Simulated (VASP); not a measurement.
Wanted: the native input for a VASP 6.6.1 run.

```yaml
Task: single point
Functional: LDA
Potentials_or_basis: VASP PAW LDA potentials, release 64 (Pb_d)
Cutoff: 520 eV
k_mesh: 15 × 15 × 15
Occupations: fermi-dirac, width 0.05 eV
Spin: no spin polarisation
Dipole_correction: no
Further_INCAR_settings: ALGO = Normal; EDIFF = 1e-06; NBANDS = 13
```

The structure of Pb lies in POSCAR:

```
Pb
1.0
    0.0000000000      2.4397854151      2.4397854151
    2.4397854151      0.0000000000      2.4397854151
    2.4397854151      2.4397854151      0.0000000000
Pb
1
Direct
    0.0000000000      0.0000000000      0.0000000000
```

One way to write it, as run:

INCAR

```
SYSTEM = Pb
PREC = Accurate
ENCUT = 520
EDIFF = 1E-6
ISMEAR = -1
SIGMA = 0.05
LREAL = .FALSE.
LASPH = .TRUE.
NELM = 100
ALGO = Normal
ISIF = 2
LWAVE = .FALSE.
LCHARG = .FALSE.
GGA = CA
NBANDS = 13
```

KPOINTS

```
Automatic mesh
0
G
  15 15 15
  0 0 0
```

Potentials or basis: VASP PAW LDA potentials, release 64 (Pb_d).

The run is started by

```bash
$ cat potpaw_LDA.64/Pb_d/POTCAR > POTCAR
$ mpirun -np 1 vasp_std > vasp.out
```

It gave:

```json
{
 "Pressure": "0.0 GPa",
 "Band gap on the k mesh": "zero (band 7 reaches 15.20 eV, above the bottom of band 8 at 5.86 eV)"
}
```

Caveat: spin-orbit coupling is left out, which moves the levels of the heavy elements.

It took 15 s on 1 thread of Intel(R) Xeon(R) 6975P-C (Granite Rapids), with other jobs on the host, peak memory 0.17 GiB.
